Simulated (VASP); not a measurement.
# Sc2I (I4/mmm) in VASP: a series of runs

The runs below take Sc2I through single point, with PBE.

Program: VASP 6.6.1. These are calculated values, not measurements. Logs are shortened: lines on timing, memory, paths and dates and some standing lists are left out, and cuts for length are marked.

## Step 1: The cell of the first run

Symmetry: I4/mmm, No. 139, tetragonal system. Conventional cell: a = 4.983 Å, b = 4.983 Å, c = 6.442 Å, α = 90.00°, β = 90.00°, γ = 90.00°. Within 3.9 Å of Sc (site symmetry -4m2) lie 4 I at 2.97 Å and 6 Sc at 3.22 to 3.52 Å. I (site symmetry 4/mmm) has 8 Sc at 2.97 Å within 3.9 Å.

## Step 2: Single point, PBE

File INCAR:

```
ALGO = Normal
EDIFF = 1E-6
ENCUT = 520
GGA = PE
ISIF = 2
ISMEAR = 0
LASPH = True
LCHARG = False
LREAL = False
LWAVE = False
NBANDS = 38
NELM = 100
PREC = Accurate
SIGMA = 0.1
```

File KPOINTS:

```
k-points
0
Gamma
  8 8 6
```

File POSCAR:

```
Sc2I
1.0
    4.9833611729      0.0000000000      0.0000000000
    0.0000000000      4.9833611729      0.0000000000
    0.0000000000      0.0000000000      6.4424238079
Sc I
4 2
Direct
    0.0000000000      0.5000000000      0.2499971748
    0.0000000000      0.5000000000      0.7499971748
    0.5000000000      0.0000000000      0.2500028252
    0.5000000000      0.0000000000      0.7500028252
    0.0000000000      0.0000000000      0.0000000000
    0.5000000000      0.5000000000      0.5000000000
```

Potentials or basis: VASP PAW PBE potentials, release 64 (Sc_sv, I).

Launch:

```console
$ cat potpaw_PBE.64/Sc_sv/POTCAR potpaw_PBE.64/I/POTCAR > POTCAR
$ mpirun -np 1 vasp_std > vasp.out
```

OUTCAR:

```text
EDIFF = 1E-6
   ENCUT = 520
   GGA = PE
   ISIF = 2
   ISMEAR = 0
   LASPH = True
   LREAL = False
   NELM = 100
   PREC = Accurate

 ion  position               nearest neighbor table
   1  0.000  0.500  0.250-   5 2.97   5 2.97   6 2.97   6 2.97   2 3.22   2 3.22
   2  0.000  0.500  0.750-   6 2.97   6 2.97   5 2.97   5 2.97   1 3.22   1 3.22
   3  0.500  0.000  0.250-   6 2.97   6 2.97   5 2.97   5 2.97   4 3.22   4 3.22
   4  0.500  0.000  0.750-   5 2.97   5 2.97   6 2.97   6 2.97   3 3.22   3 3.22
   5  0.000  0.000  0.000-   1 2.97   4 2.97   1 2.97   4 2.97   3 2.97   2 2.97   3 2.97   2 2.97

   6  0.500  0.500  0.500-   2 2.97   3 2.97   3 2.97   2 2.97   1 2.97   4 2.97   1 2.97   4 2.97

  LATTYP: Found a simple tetragonal cell.
 ALAT       =     4.9833611729
 C/A-ratio  =     1.2927868530

  Lattice vectors:

 A1 = (   4.9833611729,   0.0000000000,   0.0000000000)
 A2 = (   0.0000000000,   4.9833611729,   0.0000000000)
 A3 = (   0.0000000000,   0.0000000000,   6.4424238079)

Analysis of symmetry for initial positions (statically):
=====================================================================
 Subroutine PRICEL returns following result:

  LATTYP: Found a body centered tetragonal cell.
 ALAT       =     4.9833611729
 C/A-ratio  =     1.2927868530

  Lattice vectors:

 A1 = (  -2.4916805864,  -2.4916805864,  -3.2212119039)
 A2 = (   2.4916805864,   2.4916805864,  -3.2212119040)
 A3 = (   2.4916805864,  -2.4916805864,   3.2212119039)

   2 primitive cells build up your supercell.

 Routine SETGRP: Setting up the symmetry group for a
 simple tetragonal supercell.

 Subroutine GETGRP returns: Found 16 space group operations
 (whereof 16 operations were pure point group operations)
 out of a pool of 16 trial point group operations.

The static configuration has the point symmetry D_4h.

Analysis of symmetry for dynamics (positions and initial velocities):
=====================================================================
 Subroutine PRICEL returns following result:

  LATTYP: Found a body centered tetragonal cell.
 ALAT       =     4.9833611729
 C/A-ratio  =     1.2927868530

  Lattice vectors:

 A1 = (  -2.4916805864,  -2.4916805864,  -3.2212119039)
 A2 = (   2.4916805864,   2.4916805864,  -3.2212119040)
 A3 = (   2.4916805864,  -2.4916805864,   3.2212119039)

   2 primitive cells build up your supercell.

 Routine SETGRP: Setting up the symmetry group for a
 simple tetragonal supercell.

 Subroutine GETGRP returns: Found 16 space group operations
 (whereof 16 operations were pure point group operations)
 out of a pool of 16 trial point group operations.

The dynamic configuration has the point symmetry D_4h.

 Subroutine INISYM returns: Found 16 space group operations
 (whereof 16 operations are pure point group operations),
 and found     2 'primitive' translations

----------------------------------------------------------------------------------------

                                     Primitive cell

  volume of cell :      79.9952

  direct lattice vectors                    reciprocal lattice vectors
    -2.491680586 -2.491680586 -3.221211904    -0.000000000 -0.200667775 -0.155221083
     2.491680586  2.491680586 -3.221211904     0.200667775  0.000000000 -0.155221083
     2.491680586 -2.491680586  3.221211904     0.200667775 -0.200667775  0.000000000

  length of vectors
     4.774217257  4.774217257  4.774217257     0.253694976  0.253694976  0.283787089

  position of ions in fractional coordinates (direct lattice)
     0.250002825  0.750002825  0.500000000
     0.750002825  0.250002825  0.500000000
     0.000000000  0.000000000  0.000000000

  ion indices of the primitive-cell ions
   primitive index   ion index
                 1           1
                 2           2
                 3           5

----------------------------------------------------------------------------------------

 KPOINTS: k-points

Automatic generation of k-mesh.
 Grid dimensions read from file:
 generate k-points for:    8    8    6

 Generating k-lattice:

  Cartesian coordinates                     Fractional coordinates (reciprocal lattice)
     0.025083472  0.000000000  0.000000000     0.125000000  0.000000000  0.000000000
     0.000000000  0.025083472  0.000000000     0.000000000  0.125000000  0.000000000
     0.000000000  0.000000000  0.025870180     0.000000000  0.000000000  0.166666667

  Length of vectors
     0.025083472  0.025083472  0.025870180

  Shift w.r.t. Gamma in fractional coordinates (k-lattice)
     0.000000000  0.000000000  0.000000000

 Subroutine IBZKPT returns following result:
 ===========================================

 Found     60 irreducible k-points:

 Following reciprocal coordinates:
            Coordinates               Weight
  0.000000  0.000000  0.000000      1.000000
  0.125000  0.000000  0.000000      4.000000
  0.250000  0.000000  0.000000      4.000000
  0.375000  0.000000  0.000000      4.000000
  0.500000  0.000000  0.000000      2.000000
  0.125000  0.125000  0.000000      4.000000
[... 16 lines left out ...]
  0.375000  0.125000  0.166667     16.000000
  0.500000  0.125000  0.166667      8.000000
 [... further k-points ...]
   k-points           NKPTS =     60   k-points in BZ     NKDIM =     60   number of bands    NBANDS=     38
   number of dos      NEDOS =    301   number of ions     NIONS =      6
   total plane-waves  NPLWV =  76800
   dimension x,y,z NGX =    40 NGY =   40 NGZ =   48
   dimension x,y,z NGXF=    80 NGYF=   80 NGZF=   96
   ions per type =               4   2
   NGX,Y,Z   is equivalent  to a cutoff of  13.34, 13.34, 12.39 a.u.
   NGXF,Y,Z  is equivalent  to a cutoff of  26.69, 26.69, 24.77 a.u.
 SYSTEM =  unknown system
   PREC   = accura    normal or accurate (medium, high low for compatibility)
   ISTART =      0    job   : 0-new  1-cont  2-samecut
   ICHARG =      2    charge: 1-file 2-atom 10-const
   ISPIN  =      1    spin polarized calculation?
   LNONCOLLINEAR =      F non collinear calculations
   LSORBIT =      F    spin-orbit coupling
   LASPH  =      T    aspherical Exc in radial PAW
   ENCUT  =  520.0 eV  38.22 Ry    6.18 a.u.   9.27  9.27 11.98*2*pi/ulx,y,z
   NELM   =    100;   NELMIN=  2; NELMDL= -5     # of ELM steps
   EDIFF  = 0.1E-05   stopping-criterion for ELM
   LREAL  =      F    real-space projection
   EDIFFG = 0.1E-04   stopping-criterion for IOM
   NSW    =      0    number of steps for IOM
   IBRION =     -1    ionic relax: 0-MD 1-quasi-New 2-CG
   NFREE  =      0    steps in history (QN), initial steepest desc. (CG)
   ISIF   =      2    stress and relaxation
   ISYM   =      2    0-nonsym 1-usesym 2-fastsym
   POTIM  = 0.5000    time-step for ionic-motion
   TEBEG  =    0.0;   TEEND  =   0.0 temperature during run
   PSTRESS=    0.0 pullay stress
   NELECT =      58.0000    total number of electrons
   NUPDOWN=      -1.0000    fix difference up-down
   EMIN   =  10.00;   EMAX   =-10.00  energy-range for DOS
   EFERMI =   0.00;   METHOD = LEGACY
   ISMEAR =     0;   SIGMA  =   0.10  broadening in eV -4-tet -1-fermi 0-gaus
   EFERMI_NEDOS =   21; number of points for ismear=-14 and -15
   IALGO  =     38    algorithm
   IMIX   =      4    mixing-type and parameters
     AMIX     =   0.40;   BMIX     =  1.00
     AMIX_MAG =   1.60;   BMIX_MAG =  1.00
  volume/ion in A,a.u.               =      26.67       179.94
  Fermi-wavevector in a.u.,A,eV,Ry     =   1.167310  2.205896 18.539466  1.362612
  Thomas-Fermi vector in A             =   2.303812
   LORBIT       =      0    0 simple, 1 ext, 2 COOP (PROOUT), +10 PAW based schemes
   GGA     = PE    functional components
   LHFCALC =     F    Hartree Fock is set to
   AEXX    =    0.0000 exact exchange contribution
   IVDW    =     0    specifies the selected vdW correction
   LEPSILON=     F    determine dielectric tensor
   LRPA    =     F    only Hartree local field effects (RPA)
 non-spin polarized calculation
 Gauss-broadening in eV      SIGMA  =   0.10
  energy-cutoff  :      520.00
  volume of cell :      159.99
 maximum number of plane-waves:      4352
 NGX is ok and might be reduce to    40
   NGX = 19   NGY = 19   NGZ = 23

 number of electron      58.0000010 magnetization

 Free energy of the ion-electron system (eV)
  ---------------------------------------------------
  ext. energy  EPLUGINS =         0.00000000
  ---------------------------------------------------
  free energy    TOTEN  =       -27.03591425 eV

  energy without entropy =      -26.98910898  energy(sigma->0) =      -27.01251161

 E-fermi :   5.9432     XC(G=0):  -9.6720

 val. band max:        5.9226381274   @ k =   0.0000   0.0000   0.1667
 cond. band min:       5.9444119570   @ k =   0.3750   0.1250   0.3333
 fundamental gap:      0.0217738297
 Fermi energy:         5.9431798136

 k-point     1 :       0.0000    0.0000    0.0000
  band No.  band energies     occupation
      1     -43.7764      2.00000
      2     -43.7594      2.00000
      3     -43.7515      2.00000
      4     -43.7356      2.00000
      5     -22.5443      2.00000
      6     -22.5402      2.00000
[... 30 lines left out ...]
     37       8.0669      0.00000
     38       8.1297      0.00000

 k-point     2 :       0.1250    0.0000    0.0000
  band No.  band energies     occupation
      1     -43.7758      2.00000
      2     -43.7601      2.00000
      3     -43.7509      2.00000
      4     -43.7362      2.00000
      5     -22.5440      2.00000
      6     -22.5363      2.00000
[... 30 lines left out ...]
     37       7.8572      0.00000
     38       8.1626      0.00000

 k-point     3 :       0.2500    0.0000    0.0000
  band No.  band energies     occupation
      1     -43.7739      2.00000
      2     -43.7619      2.00000
      3     -43.7491      2.00000
      4     -43.7378      2.00000
      5     -22.5401      2.00000
      6     -22.5260      2.00000
[... 30 lines left out ...]
     37       7.8061      0.00000
     38       8.0588      0.00000

 k-point     4 :       0.3750    0.0000    0.0000
  band No.  band energies     occupation
      1     -43.7711      2.00000
      2     -43.7646      2.00000
      3     -43.7465      2.00000
      4     -43.7404      2.00000
      5     -22.5324      2.00000
      6     -22.5142      2.00000
[... 30 lines left out ...]
     37       7.9130      0.00000
     38       7.9629      0.00000
[... 703 lines left out ...]
      4     -43.7399      2.00000
      5     -22.5423      2.00000
      6     -22.5178      2.00000
[... 30 lines left out ...]
     37       7.6706      0.00000
     38       8.0115      0.00000

 k-point    23 :       0.3750    0.1250    0.1667
  band No.  band energies     occupation
      1     -43.7692      2.00000
      2     -43.7632      2.00000
      3     -43.7479      2.00000
      4     -43.7422      2.00000
      5     -22.5343      2.00000
      6     -22.5111      2.00000
[... 30 lines left out ...]
     37       7.6133      0.00000
     38       7.7822      0.00000

 k-point    24 :       0.5000    0.1250    0.1667
  band No.  band energies     occupation
      1     -43.7662      2.00000
      2     -43.7662      2.00000
      3     -43.7451      2.00000
      4     -43.7451      2.00000
      5     -22.5193      2.00000
      6     -22.5193      2.00000
[... 30 lines left out ...]
     37       7.5902      0.00000
     38       7.5903      0.00000

 [... further k-points ...]

------------------------ aborting loop because EDIFF is reached ----------------------------------------

  FORCE on cell =-STRESS in cart. coord.  units (eV):
  Direction    XX          YY          ZZ          XY          YZ          ZX
  --------------------------------------------------------------------------------------
  -------------------------------------------------------------------------------------
  Total        0.0243274      0.0243274      0.0183989      0.0000000      0.0000000      0.0000000
  in kB        0.2436199      0.2436199      0.1842500      0.0000000      0.0000000      0.0000000
  external PRESSURE =       0.2238299 kB  Pullay stress =       0.0000000 kB

 VOLUME and BASIS-vectors are now :
 -----------------------------------------------------------------------------
  energy-cutoff  :      520.00
  volume of cell :      159.99
      direct lattice vectors                 reciprocal lattice vectors
     4.983361173  0.000000000  0.000000000     0.200667775  0.000000000  0.000000000
     0.000000000  4.983361173  0.000000000     0.000000000  0.200667775  0.000000000
     0.000000000  0.000000000  6.442423808     0.000000000  0.000000000  0.155221083

 POSITION                                       TOTAL-FORCE (eV/Angst)
 -----------------------------------------------------------------------------------
      0.00000      2.49168      1.61059        -0.000000     -0.000000      0.000000
      0.00000      2.49168      4.83180        -0.000000     -0.000000      0.000000
      2.49168      0.00000      1.61062        -0.000000     -0.000000      0.000000
      2.49168      0.00000      4.83184        -0.000000     -0.000000      0.000000
      0.00000      0.00000      0.00000        -0.000000     -0.000000      0.000000
      2.49168      2.49168      3.22121         0.000000      0.000000     -0.000000
 -----------------------------------------------------------------------------------
    total drift:                               -0.000000      0.000000      0.000000

  FREE ENERGIE OF THE ION-ELECTRON SYSTEM (eV)
  ---------------------------------------------------
  free  energy   TOTEN  =       -27.0359142456 eV

  energy  without entropy=      -26.9891089776  energy(sigma->0) =      -27.01251161
```

It took 2.6 min on 1 thread of Intel Xeon 6975P-C (Granite Rapids), shared host; peak memory 0.44 GiB.

What came out:

* Free energy: -27.0359 eV
* Pressure: 0.0 GPa
* Band gap on the k mesh: zero (bands 29 and 30 overlap by 0.62 eV)

Caveat: spin-orbit coupling is left out, which moves the levels of the heavy elements.

## Step 3: Single point, PBE

File INCAR:

```
PREC = Accurate
ENCUT = 520
EDIFF = 1E-6
ISMEAR = 0
SIGMA = 0.1
LREAL = False
LASPH = True
NELM = 80
ALGO = Normal
ISIF = 2
LWAVE = False
LCHARG = False
GGA = PE
NBANDS = 38
```

File KPOINTS:

```
Automatic mesh
0
Gamma
  8 8 6
```

File POSCAR:

```
Sc2I
1.0
    4.9833611729      0.0000000000      0.0000000000
    0.0000000000      4.9833611729      0.0000000000
    0.0000000000      0.0000000000      6.4424238079
Sc I
4 2
Direct
    0.0000000000      0.5000000000      0.2500000000
    0.0000000000      0.5000000000      0.7500000000
    0.5000000000      0.0000000000      0.2500000000
    0.5000000000      0.0000000000      0.7500000000
    0.0000000000      0.0000000000      0.0000000000
    0.5000000000      0.5000000000      0.5000000000
```

Potentials or basis: VASP PAW PBE potentials, release 64 (Sc_sv, I).

Launch:

```console
$ cat potpaw_PBE.64/Sc_sv/POTCAR potpaw_PBE.64/I/POTCAR > POTCAR
$ mpirun -np 1 vasp_std > vasp.out
```

OUTCAR:

```text
PREC = Accurate
   ENCUT = 520
   EDIFF = 1E-6
   ISMEAR = 0
   LREAL = False
   LASPH = True
   NELM = 80
   ISIF = 2
   GGA = PE

 ion  position               nearest neighbor table
   1  0.000  0.500  0.250-   5 2.97   6 2.97   5 2.97   6 2.97   2 3.22   2 3.22
   2  0.000  0.500  0.750-   5 2.97   6 2.97   5 2.97   6 2.97   1 3.22   1 3.22
   3  0.500  0.000  0.250-   5 2.97   6 2.97   6 2.97   5 2.97   4 3.22   4 3.22
   4  0.500  0.000  0.750-   5 2.97   6 2.97   6 2.97   5 2.97   3 3.22   3 3.22
   5  0.000  0.000  0.000-   1 2.97   2 2.97   3 2.97   4 2.97   1 2.97   2 2.97   3 2.97   4 2.97
[... 1210 lines left out ...]
  -------------------------------------------------------------------------------------
  Total        0.0243372      0.0243372      0.0183703      0.0000000      0.0000000     -0.0000000
  in kB        0.2437181      0.2437181      0.1839639      0.0000000      0.0000000     -0.0000000
  external PRESSURE =       0.2238000 kB  Pullay stress =       0.0000000 kB

 VOLUME and BASIS-vectors are now :
 -----------------------------------------------------------------------------
  energy-cutoff  :      520.00
  volume of cell :      159.99
      direct lattice vectors                 reciprocal lattice vectors
     4.983361173  0.000000000  0.000000000     0.200667775  0.000000000  0.000000000
     0.000000000  4.983361173  0.000000000     0.000000000  0.200667775  0.000000000
     0.000000000  0.000000000  6.442423808     0.000000000  0.000000000  0.155221083

 POSITION                                       TOTAL-FORCE (eV/Angst)
 -----------------------------------------------------------------------------------
      0.00000      2.49168      1.61061         0.000000      0.000000     -0.000000
      0.00000      2.49168      4.83182         0.000000      0.000000      0.000000
      2.49168      0.00000      1.61061         0.000000      0.000000     -0.000000
      2.49168      0.00000      4.83182         0.000000      0.000000      0.000000
      0.00000      0.00000      0.00000         0.000000      0.000000      0.000000
      2.49168      2.49168      3.22121        -0.000000     -0.000000      0.000000
 -----------------------------------------------------------------------------------
    total drift:                               -0.000000      0.000000     -0.000000

  FREE ENERGIE OF THE ION-ELECTRON SYSTEM (eV)
  ---------------------------------------------------
  free  energy   TOTEN  =       -27.0359137843 eV

  energy  without entropy=      -26.9891085150  energy(sigma->0) =      -27.01251115
```

stdout:

```text
POSCAR found type information on POSCAR ScI
 POSCAR found :  2 types and       6 ions
 scaLAPACK will be used
 LDA part: xc-table for (Slater+PW92), standard interpolation
 POSCAR, INCAR and KPOINTS ok, starting setup
 FFT: planning ... GRIDC
 FFT: planning ... GRID_SOFT
 FFT: planning ... GRID
 WAVECAR not read
 entering main loop
```

Wall time 2.4 min (1 thread of Intel Xeon 6975P-C (Granite Rapids), shared host); peak memory 0.45 GiB.

What came out:

- Free energy: -27.0359 eV
- Pressure: 0.0 GPa
- Band gap on the k mesh: zero (bands 29 and 30 overlap by 0.62 eV)

Levels at points of the mesh, in eV from the Fermi level:
```
           k point  band 26  band 27  band 28  band 29  band 30  band 31  band 32  band 33
(0.00, 0.00, 0.00)    -1.43    -1.13    -0.90    -0.63     0.06     1.19     1.19     1.74
(0.50, 0.00, 0.00)    -0.75    -0.35    -0.35    -0.23    -0.23     0.67     0.67     0.72
(0.50, 0.50, 0.00)    -1.65    -0.87    -0.87    -0.16    -0.16     0.97     0.97     1.20
(0.00, 0.00, 0.50)    -0.75    -0.48    -0.48     0.22     0.22     0.62     0.62     1.31
(0.50, 0.00, 0.50)    -0.23    -0.16    -0.16     0.18     0.18     0.30     0.30     0.87
(0.50, 0.50, 0.50)    -1.18    -0.19    -0.19    -0.19    -0.19     0.94     0.94     0.94
```

Caveat: spin-orbit coupling is left out, which moves the levels of the heavy elements.
